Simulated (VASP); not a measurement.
# Co (Pm-3m) in VASP: further runs

Co is run at these levels: PBE; tasks: single point.

Everything below comes from runs of VASP 6.6.1. Logs are shortened: lines on timing, memory, paths and dates and some standing lists are left out, and cuts for length are marked.

## 1. The cell of the first run

Symmetry: Pm-3m, No. 221, cubic system. Conventional cell: a = 2.282 Å, b = 2.282 Å, c = 2.282 Å, α = 90.00°, β = 90.00°, γ = 90.00°. Co (site symmetry m-3m) has 6 Co at 2.28 Å within 3.0 Å.

This isn't the form of Co at room conditions, which is hcp.

## 2. Single point, PBE, collinear spin, antiferromagnetic start

INCAR reads:

```
SYSTEM = Co
PREC     = Accurate       ! precision mode
ENCUT    = 520            ! plane-wave cutoff, eV
EDIFF    = 1E-6           ! SCF threshold, eV
ISMEAR   = -1             ! smearing method
SIGMA    = 0.05           ! smearing width, eV
LREAL    = .False.        ! projectors in reciprocal space
LASPH    = .True.         ! aspherical terms in the spheres
NELM     = 150            ! most SCF steps
ALGO     = Normal         ! electronic algorithm
ISIF     = 2              ! what is computed and relaxed
LWAVE    = .False.        ! write WAVECAR
LCHARG   = .False.        ! write CHGCAR
ISPIN    = 2              ! spin polarisation
MAGMOM   = 1.7 -1.7       ! initial moments
LORBIT   = 11             ! projections on sites
LMAXMIX  = 4              ! l up to which the mixer works
GGA      = PE             ! functional
NBANDS   = 20             ! bands
```

KPOINTS reads:

```
Automatic mesh
0
Gamma
  12 12 12
  0 0 0
```

POSCAR reads:

```
Co
1.0
    0.0000000000      2.2821134918      2.2821134918
    2.2821134918      0.0000000000      2.2821134918
    2.2821134918      2.2821134918      0.0000000000
Co
2
Direct
    0.0000000000      0.0000000000      0.0000000000
    0.5000000000      0.5000000000      0.5000000000
```

Potentials or basis: VASP PAW PBE potentials, release 64 (Co).

On the command line:

```console
$ cat potpaw_PBE.64/Co/POTCAR > POTCAR
$ mpirun -np 1 vasp_std > vasp.out
```

OUTCAR:

```text
SYSTEM = Co
   PREC = Accurate
   ENCUT = 520
   EDIFF = 1E-6
   ISMEAR = -1
   LREAL = .False.
   LASPH = .True.
   NELM = 150
   ISIF = 2
   ISPIN = 2
   LORBIT = 11
   GGA = PE

 ion  position               nearest neighbor table
   1  0.000  0.000  0.000-   2 2.28   2 2.28   2 2.28   2 2.28   2 2.28   2 2.28
   2  0.500  0.500  0.500-   1 2.28   1 2.28   1 2.28   1 2.28   1 2.28   1 2.28

  LATTYP: Found a face centered cubic cell.
 ALAT       =     4.5642269836

  Lattice vectors:

 A1 = (   0.0000000000,   2.2821134918,   2.2821134918)
 A2 = (   2.2821134918,   0.0000000000,   2.2821134918)
 A3 = (   2.2821134918,   2.2821134918,   0.0000000000)

Analysis of symmetry for initial positions (statically):
=====================================================================
 Subroutine PRICEL returns following result:

  LATTYP: Found a simple cubic cell.
 ALAT       =     2.2821134918

  Lattice vectors:

 A1 = (  -2.2821134918,   0.0000000000,   0.0000000000)
 A2 = (   0.0000000000,   0.0000000000,   2.2821134918)
 A3 = (   0.0000000000,   2.2821134918,   0.0000000000)

   2 primitive cells build up your supercell.

 Routine SETGRP: Setting up the symmetry group for a
 face centered cubic supercell.

 Subroutine GETGRP returns: Found 48 space group operations
 (whereof 48 operations were pure point group operations)
 out of a pool of 48 trial point group operations.

The static configuration has the point symmetry O_h .

Analysis of symmetry for dynamics (positions and initial velocities):
=====================================================================
 Subroutine PRICEL returns following result:

  LATTYP: Found a simple cubic cell.
 ALAT       =     2.2821134918

  Lattice vectors:

 A1 = (  -2.2821134918,   0.0000000000,   0.0000000000)
 A2 = (   0.0000000000,   0.0000000000,   2.2821134918)
 A3 = (   0.0000000000,   2.2821134918,   0.0000000000)

   2 primitive cells build up your supercell.

 Routine SETGRP: Setting up the symmetry group for a
 face centered cubic supercell.

 Subroutine GETGRP returns: Found 48 space group operations
 (whereof 48 operations were pure point group operations)
 out of a pool of 48 trial point group operations.

The dynamic configuration has the point symmetry O_h .

Analysis of structural, dynamic, and magnetic symmetry:
=====================================================================
 Subroutine PRICEL returns following result:

  LATTYP: Found a simple cubic cell.
 ALAT       =     2.2821134918

  Lattice vectors:

 A1 = (  -2.2821134918,   0.0000000000,   0.0000000000)
 A2 = (   0.0000000000,   0.0000000000,   2.2821134918)
 A3 = (   0.0000000000,   2.2821134918,   0.0000000000)

   2 primitive cells build up your supercell.

 Routine SETGRP: Setting up the symmetry group for a
 face centered cubic supercell.

 Subroutine GETGRP returns: Found 48 space group operations
 (whereof 48 operations were pure point group operations)
 out of a pool of 48 trial point group operations.

The overall configuration has the point symmetry O_h .

 Subroutine INISYM returns: Found 48 space group operations
 (whereof 48 operations are pure point group operations),
 and found     2 'primitive' translations

----------------------------------------------------------------------------------------

                                     Primitive cell

  volume of cell :      11.8853

  direct lattice vectors                    reciprocal lattice vectors
    -2.282113492  0.000000000  0.000000000    -0.438190302  0.000000000  0.000000000
     0.000000000  0.000000000  2.282113492     0.000000000  0.000000000  0.438190302
     0.000000000  2.282113492  0.000000000     0.000000000  0.438190302  0.000000000

  length of vectors
     2.282113492  2.282113492  2.282113492     0.438190302  0.438190302  0.438190302

  position of ions in fractional coordinates (direct lattice)
     0.000000000  0.000000000  0.000000000

  ion indices of the primitive-cell ions
   primitive index   ion index
                 1           1

----------------------------------------------------------------------------------------

 KPOINTS: Automatic mesh

Automatic generation of k-mesh.
 Grid dimensions read from file:
 generate k-points for:   12   12   12

 Generating k-lattice:

  Cartesian coordinates                     Fractional coordinates (reciprocal lattice)
    -0.018257929  0.018257929  0.018257929     0.083333333  0.000000000  0.000000000
     0.018257929 -0.018257929  0.018257929     0.000000000  0.083333333  0.000000000
     0.018257929  0.018257929 -0.018257929     0.000000000  0.000000000  0.083333333

  Length of vectors
     0.031623661  0.031623661  0.031623661

  Shift w.r.t. Gamma in fractional coordinates (k-lattice)
     0.000000000  0.000000000  0.000000000

 Subroutine IBZKPT returns following result:
 ===========================================

 Found     72 irreducible k-points:

 Following reciprocal coordinates:
            Coordinates               Weight
  0.000000  0.000000  0.000000      1.000000
  0.083333  0.000000  0.000000      8.000000
  0.166667  0.000000  0.000000      8.000000
  0.250000  0.000000  0.000000      8.000000
  0.333333  0.000000  0.000000      8.000000
  0.416667  0.000000  0.000000      8.000000
[... 16 lines left out ...]
  0.500000  0.166667  0.000000     24.000000
 -0.416667  0.166667  0.000000     24.000000
 [... further k-points ...]
   k-points           NKPTS =     72   k-points in BZ     NKDIM =     72   number of bands    NBANDS=     20
   number of dos      NEDOS =    301   number of ions     NIONS =      2
   total plane-waves  NPLWV =  13824
   dimension x,y,z NGX =    24 NGY =   24 NGZ =   24
   dimension x,y,z NGXF=    48 NGYF=   48 NGZF=   48
   ions per type =               2
   NGX,Y,Z   is equivalent  to a cutoff of  12.36, 12.36, 12.36 a.u.
   NGXF,Y,Z  is equivalent  to a cutoff of  24.73, 24.73, 24.73 a.u.
 SYSTEM =  Co
   PREC   = accura    normal or accurate (medium, high low for compatibility)
   ISTART =      0    job   : 0-new  1-cont  2-samecut
   ICHARG =      2    charge: 1-file 2-atom 10-const
   ISPIN  =      2    spin polarized calculation?
   LNONCOLLINEAR =      F non collinear calculations
   LSORBIT =      F    spin-orbit coupling
   LASPH  =      T    aspherical Exc in radial PAW
   ENCUT  =  520.0 eV  38.22 Ry    6.18 a.u.   6.00  6.00  6.00*2*pi/ulx,y,z
   NELM   =    150;   NELMIN=  2; NELMDL= -5     # of ELM steps
   EDIFF  = 0.1E-05   stopping-criterion for ELM
   LREAL  =      F    real-space projection
   EDIFFG = 0.1E-04   stopping-criterion for IOM
   NSW    =      0    number of steps for IOM
   IBRION =     -1    ionic relax: 0-MD 1-quasi-New 2-CG
   NFREE  =      0    steps in history (QN), initial steepest desc. (CG)
   ISIF   =      2    stress and relaxation
   ISYM   =      2    0-nonsym 1-usesym 2-fastsym
   POTIM  = 0.5000    time-step for ionic-motion
   TEBEG  =    0.0;   TEEND  =   0.0 temperature during run
   PSTRESS=    0.0 pullay stress
   NELECT =      18.0000    total number of electrons
   NUPDOWN=      -1.0000    fix difference up-down
   EMIN   =  10.00;   EMAX   =-10.00  energy-range for DOS
   EFERMI =   0.00;   METHOD = LEGACY
   ISMEAR =    -1;   SIGMA  =   0.05  broadening in eV -4-tet -1-fermi 0-gaus
   EFERMI_NEDOS =   21; number of points for ismear=-14 and -15
   IALGO  =     38    algorithm
   IMIX   =      4    mixing-type and parameters
     AMIX     =   0.40;   BMIX     =  1.00
     AMIX_MAG =   1.60;   BMIX_MAG =  1.00
  volume/ion in A,a.u.               =      11.89        80.21
  Fermi-wavevector in a.u.,A,eV,Ry     =   1.492170  2.819793 30.294359  2.226573
  Thomas-Fermi vector in A             =   2.604732
   LORBIT       =     11    0 simple, 1 ext, 2 COOP (PROOUT), +10 PAW based schemes
   GGA     = PE    functional components
   LHFCALC =     F    Hartree Fock is set to
   AEXX    =    0.0000 exact exchange contribution
   IVDW    =     0    specifies the selected vdW correction
   LEPSILON=     F    determine dielectric tensor
   LRPA    =     F    only Hartree local field effects (RPA)
 spin polarized calculation
  energy-cutoff  :      520.00
  volume of cell :       23.77
 maximum number of plane-waves:       650
   NGX = 13   NGY = 13   NGZ = 13

 number of electron      18.0000005 magnetization      -0.0000000

 number of electron      18.0000005 magnetization       0.0000000

 Free energy of the ion-electron system (eV)
  ---------------------------------------------------
  ext. energy  EPLUGINS =         0.00000000
  ---------------------------------------------------
  free energy    TOTEN  =       -12.03816521 eV

  energy without entropy =      -11.99156572  energy(sigma->0) =      -12.01486546

 E-fermi :   8.9657     XC(G=0): -12.7799

 val. band max:        8.9599614475   @ k =  -0.2500   0.3333   0.0833
 cond. band min:       8.9710785552   @ k =  -0.2500   0.5000   0.2500
 fundamental gap:      0.0111171077
 Fermi energy:         8.9656802334

 spin component 1

 k-point     1 :       0.0000    0.0000    0.0000
  band No.  band energies     occupation
      1       0.7649      1.00000
      2       5.3891      1.00000
      3       5.3891      1.00000
      4       5.7381      1.00000
      5       5.7381      1.00000
      6       5.7381      1.00000
[... 12 lines left out ...]
     19      29.2931      0.00000
     20      29.2931      0.00000

 k-point     2 :       0.0833    0.0000    0.0000
  band No.  band energies     occupation
      1       0.9283      1.00000
      2       5.4451      1.00000
      3       5.4451      1.00000
      4       5.7249      1.00000
      5       5.8084      1.00000
      6       5.8084      1.00000
[... 12 lines left out ...]
     19      28.5282      0.00000
     20      28.5282      0.00000
[... 465 lines left out ...]
      3       6.5396      1.00000
      4       6.7476      1.00000
      5       6.9396      1.00000
      6       7.6843      1.00000
[... 12 lines left out ...]
     19      30.7571      0.00000
     20      35.3960      0.00000

 k-point    24 :      -0.4167    0.1667    0.0000
  band No.  band energies     occupation
      1       4.9521      1.00000
      2       5.4162      1.00000
      3       6.4327      1.00000
      4       6.9561      1.00000
      5       7.1469      1.00000
      6       7.5699      1.00000
[... 12 lines left out ...]
     19      32.7314      0.00000
     20      32.9453      0.00000

 [... further k-points ...]

 spin component 2

 k-point     1 :       0.0000    0.0000    0.0000
  band No.  band energies     occupation
      1       0.7649      1.00000
      2       5.3891      1.00000
      3       5.3891      1.00000
      4       5.7381      1.00000
      5       5.7381      1.00000
      6       5.7381      1.00000
[... 12 lines left out ...]
     19      29.2931      0.00000
     20      29.2931      0.00000

 k-point     2 :       0.0833    0.0000    0.0000
  band No.  band energies     occupation
      1       0.9283      1.00000
      2       5.4451      1.00000
      3       5.4451      1.00000
      4       5.7249      1.00000
      5       5.8084      1.00000
      6       5.8084      1.00000
[... 12 lines left out ...]
     19      28.5282      0.00000
     20      28.5282      0.00000
[... 465 lines left out ...]
      3       6.5396      1.00000
      4       6.7476      1.00000
      5       6.9396      1.00000
      6       7.6843      1.00000
[... 12 lines left out ...]
     19      30.7571      0.00000
     20      35.3960      0.00000

 k-point    24 :      -0.4167    0.1667    0.0000
  band No.  band energies     occupation
      1       4.9521      1.00000
      2       5.4162      1.00000
      3       6.4327      1.00000
      4       6.9561      1.00000
      5       7.1469      1.00000
      6       7.5699      1.00000
[... 12 lines left out ...]
     19      32.7314      0.00000
     20      32.9453      0.00000

 [... further k-points ...]

------------------------ aborting loop because EDIFF is reached ----------------------------------------

  FORCE on cell =-STRESS in cart. coord.  units (eV):
  Direction    XX          YY          ZZ          XY          YZ          ZX
  --------------------------------------------------------------------------------------
  -------------------------------------------------------------------------------------
  Total       -0.1276175     -0.1276175     -0.1276175      0.0000000      0.0000000      0.0000000
  in kB       -8.6015987     -8.6015987     -8.6015987      0.0000000      0.0000000      0.0000000
  external PRESSURE =      -8.6015987 kB  Pullay stress =       0.0000000 kB

 VOLUME and BASIS-vectors are now :
 -----------------------------------------------------------------------------
  energy-cutoff  :      520.00
  volume of cell :       23.77
      direct lattice vectors                 reciprocal lattice vectors
     0.000000000  2.282113492  2.282113492    -0.219095151  0.219095151  0.219095151
     2.282113492  0.000000000  2.282113492     0.219095151 -0.219095151  0.219095151
     2.282113492  2.282113492  0.000000000     0.219095151  0.219095151 -0.219095151

 POSITION                                       TOTAL-FORCE (eV/Angst)
 -----------------------------------------------------------------------------------
      0.00000      0.00000      0.00000         0.000000      0.000000      0.000000
      2.28211      2.28211      2.28211        -0.000000     -0.000000     -0.000000
 -----------------------------------------------------------------------------------
    total drift:                                0.000000     -0.000000      0.000000

  FREE ENERGIE OF THE ION-ELECTRON SYSTEM (eV)
  ---------------------------------------------------
  free  energy   TOTEN  =       -12.0381652066 eV

  energy  without entropy=      -11.9915657187  energy(sigma->0) =      -12.01486546

 total charge

# of ion       s       p       d       tot
------------------------------------------
    1        0.506   0.422   7.373   8.301
    2        0.506   0.422   7.373   8.301
--------------------------------------------------
tot          1.012   0.844  14.746  16.603

 magnetization (x)

# of ion       s       p       d       tot
------------------------------------------
    1        0.000   0.000   0.000   0.000
    2       -0.000  -0.000  -0.000  -0.000
--------------------------------------------------
tot          0.000   0.000   0.000   0.000
```

It took 20 s on 1 thread of Intel Xeon 6975P-C (Granite Rapids), shared host; peak memory 0.17 GiB.

What came out:

- Free energy: -12.0382 eV
- Pressure: -0.9 GPa
- Band gap on the k mesh: zero (filled and empty bands overlap)
- Net moment: 0.00 μB per cell
- Valence electrons inside the program's atomic spheres: Co 8.30

Caveat: the moments typed at the start vanished in this run.

## 3. Single point, PBE, collinear spin, ferromagnetic start (11.28 Å³/atom)

INCAR reads:

```
SYSTEM = Co
ALGO = Normal ; EDIFF = 1E-6
ENCUT = 520 ; GGA = PE
ISIF = 2 ; ISMEAR = -1
ISPIN = 2 ; LASPH = .True.
LCHARG = .False. ; LMAXMIX = 4
LORBIT = 11 ; LREAL = .False.
LWAVE = .False. ; MAGMOM = 1.898
NBANDS = 14 ; NELM = 150
PREC = Accurate ; SIGMA = 0.05
```

KPOINTS reads:

```
k-points
0
Gamma
  22 22 22
  0 0 0
```

POSCAR reads:

```
Co
1.0
    2.2424935972      0.0000000000      0.0000000000
    0.0000000000      2.2424935972      0.0000000000
    0.0000000000      0.0000000000      2.2424935972
Co
1
Direct
    0.0000000000      0.0000000000      0.0000000000
```

Potentials or basis: VASP PAW PBE potentials, release 64 (Co).

On the command line:

```console
$ cat potpaw_PBE.64/Co/POTCAR > POTCAR
$ mpirun -np 1 vasp_std > vasp.out
```

OUTCAR:

```text
SYSTEM = Co
   EDIFF = 1E-6
   ENCUT = 520
   GGA = PE
   ISIF = 2
   ISMEAR = -1
   ISPIN = 2
   LASPH = .True.
   LORBIT = 11
   LREAL = .False.
   NELM = 150
   PREC = Accurate

 ion  position               nearest neighbor table
   1  0.000  0.000  0.000-

  LATTYP: Found a simple cubic cell.
 ALAT       =     2.2424935972

  Lattice vectors:

[... 1023 lines left out ...]
  FORCE on cell =-STRESS in cart. coord.  units (eV):
  Direction    XX          YY          ZZ          XY          YZ          ZX
  --------------------------------------------------------------------------------------
  -------------------------------------------------------------------------------------
  Total        1.4524926      1.4524926      1.4524926     -0.0000000      0.0000000      0.0000000
  in kB      206.3625418    206.3625418    206.3625418     -0.0000000      0.0000000      0.0000000
  external PRESSURE =     206.3625418 kB  Pullay stress =       0.0000000 kB

 VOLUME and BASIS-vectors are now :
 -----------------------------------------------------------------------------
  energy-cutoff  :      520.00
  volume of cell :       11.28
      direct lattice vectors                 reciprocal lattice vectors
     2.242493597  0.000000000  0.000000000     0.445932154  0.000000000  0.000000000
     0.000000000  2.242493597  0.000000000     0.000000000  0.445932154  0.000000000
     0.000000000  0.000000000  2.242493597     0.000000000  0.000000000  0.445932154

 POSITION                                       TOTAL-FORCE (eV/Angst)
 -----------------------------------------------------------------------------------
      0.00000      0.00000      0.00000         0.000000      0.000000      0.000000
 -----------------------------------------------------------------------------------
    total drift:                               -0.000000      0.000000      0.000000

  FREE ENERGIE OF THE ION-ELECTRON SYSTEM (eV)
  ---------------------------------------------------
  free  energy   TOTEN  =        -6.1915017740 eV

  energy  without entropy=       -6.1792059744  energy(sigma->0) =       -6.18535387

 total charge

# of ion       s       p       d       tot
------------------------------------------
    1        0.538   0.488   7.365   8.392

 magnetization (x)

# of ion       s       p       d       tot
------------------------------------------
    1        0.008  -0.003   1.592   1.597
```

Run time: 38 s. Hardware: 1 thread of Intel Xeon 6975P-C (Granite Rapids), shared host; peak memory 0.19 GiB.

What came out:

```yaml
Free_energy: -6.1915 eV
Pressure: 20.6 GPa
Net_moment: 1.60 μB per cell
Site_moments: Co +1.60 μB
Valence_electrons_inside_the_program's_atomic_spheres: Co 8.39
```

Caveat: the cell stands under pressure.

(Continued in part 2 of 2.)
